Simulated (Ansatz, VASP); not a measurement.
**One calculation of C, two programs**

Contents of INCAR:

```
SYSTEM = C
PREC     = Accurate       ! precision mode
ENCUT    = 910            ! plane-wave cutoff, eV
EDIFF    = 1E-7           ! SCF threshold, eV
ISMEAR   = 0              ! smearing method
SIGMA    = 0.02           ! smearing width, eV
LREAL    = .False.        ! projectors in reciprocal space
LASPH    = .True.         ! aspherical terms in the spheres
NELM     = 120            ! most SCF steps
ALGO     = Normal         ! electronic algorithm
ISIF     = 3              ! what is computed and relaxed
LWAVE    = .False.        ! write WAVECAR
LCHARG   = .False.        ! write CHGCAR
GGA      = PE             ! functional
IBRION   = 2              ! ionic algorithm
NSW      = 100            ! ionic steps
EDIFFG   = -0.005         ! ionic threshold
GGA_COMPAT= .False.      
NELMIN   = 4
```

KPOINTS

```
Automatic mesh
0
Gamma
  14 14 14
  0 0 0
```

POSCAR

```
C
1.0
    0.0000000000      2.1360192287      4.2938515110
    1.2332305934      0.0000000000      4.2938515110
    1.2332305934      2.1360192287      0.0000000000
C
2
Direct
    0.1666721642      0.8333278358      0.1666721642
    0.8333278358      0.1666721642      0.8333278358
```

Input for Ansatz:

```yaml
crystal:
  lattice:
    - [0.0, 2.1360192228, 4.2938514371]
    - [1.2332305915, 0.0, 4.2938514371]
    - [1.2332305915, 2.1360192228, 0.0]
  atoms:
    - { symbol: C, position: [0.166672164, 0.833327836, 0.166672164] }
    - { symbol: C, position: [0.833327836, 0.166672164, 0.833327836] }
basis:
  ecutwfc: 420
kpoints:
  mp_grid: { grid: [14, 14, 14] }
hamiltonian:
  xc: pbe
  pseudopotentials: { kind: paw, azcp: { folder: soft_1 } }
scf:
  occupations: { method: gaussian, width: 0.02 }
output:
  forces: true
  stress: true
  eigenvalues: true
  write_density: true
  write_potential: true
  elf: true
  volumetric_format: npy
relax:
  adjacent_minimum: "off"
  f_tol: 0.005
  max_steps: 80
  cell: { stress_tol: 0.05 }
```

Alike in both runs: task relaxation of cell and atoms; functional PBE; k mesh 14 × 14 × 14; occupations gaussian, width 0.02 eV; no spin polarisation.

|  | VASP | Ansatz |
| --- | --- | --- |
| version | VASP 6.6.1 | Ansatz 0.2.0 |
| potentials or method | VASP PAW PBE potentials, release 64 (C_h), cutoff 910 eV | scalar-relativistic, plane waves, PAW |
| valence electrons in the cell | 8 | 8 |

|  | VASP | Ansatz | Ansatz less VASP |
| --- | --- | --- | --- |
| gap on the k mesh at the Fermi level, each at its own relaxed structure (eV) | 0.99 | 1.03 | +0.050 |
| relaxed volume (Å³/atom) | 10.94 | 11.31 | +0.374 |
| relaxed cell length with the largest relative difference (Å) | 4.333 | 4.467 | +0.1343 |

Noted on VASP's run: the cutoff is short for stress, so the pressure is rough.
